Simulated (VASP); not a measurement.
Set up this calculation in VASP 6.6.1, as the native input.

* Task: relaxation of shape and atoms at fixed volume
* Functional: PBEsol
* Potentials or basis: VASP PAW PBE potentials, release 64 (Zn, O)
* Cutoff: 600 eV
* k mesh: 12 × 12 × 6
* Occupations: gaussian, width 0.05 eV
* Spin: no spin polarisation
* Dipole correction: no
* Further INCAR settings: ALGO = Normal; EDIFF = 1e-06; IBRION = 2; EDIFFG = -0.01; NSW = 60; ISIF = 4

The structure of ZnO lies in POSCAR:

```
ZnO
1.0
    3.2725323450      0.0000000000      0.0000000000
   -1.6362661725      2.8340961455      0.0000000000
    0.0000000000      0.0000000000      5.2829881383
Zn O
2 2
Direct
    0.3333333333      0.6666666667      0.0015876069
    0.6666666667      0.3333333333      0.5015876069
    0.3333333333      0.6666666667      0.3805123931
    0.6666666667      0.3333333333      0.8805123931
```

This cell differs from its parent crystal: volume scaled by 1.040.

These files were run (other wordings do the same):

INCAR

```
SYSTEM = ZnO
PREC = Accurate
ENCUT = 600
EDIFF = 1E-6
ISMEAR = 0
SIGMA = 0.05
LREAL = .FALSE.
LASPH = .TRUE.
NELM = 60
ALGO = Normal
ISIF = 4
LWAVE = .FALSE.
LCHARG = .FALSE.
GGA = PS
IBRION = 2
NSW = 60
EDIFFG = -0.01
```

KPOINTS

```
regular mesh
0
G
  12 12 6
  0 0 0
```

Potentials or basis: VASP PAW PBE potentials, release 64 (Zn, O).

Launch:

```sh
$ cat potpaw_PBE.64/Zn/POTCAR potpaw_PBE.64/O/POTCAR > POTCAR
$ mpirun -np 1 vasp_std > vasp.out
```

It gave:

```json
{"Pressure after relaxing": "-4.5 GPa", "Band gap on the k mesh": "0.63 eV, direct"}
```

Caveat: the relaxation stopped at its first step, so nothing moved; the PAW data sets were made with another functional, which shifts forces and pressure a little.

It took 2.8 min on 1 thread of AMD EPYC 7R13, on a shared host, peak memory 0.2 GiB.
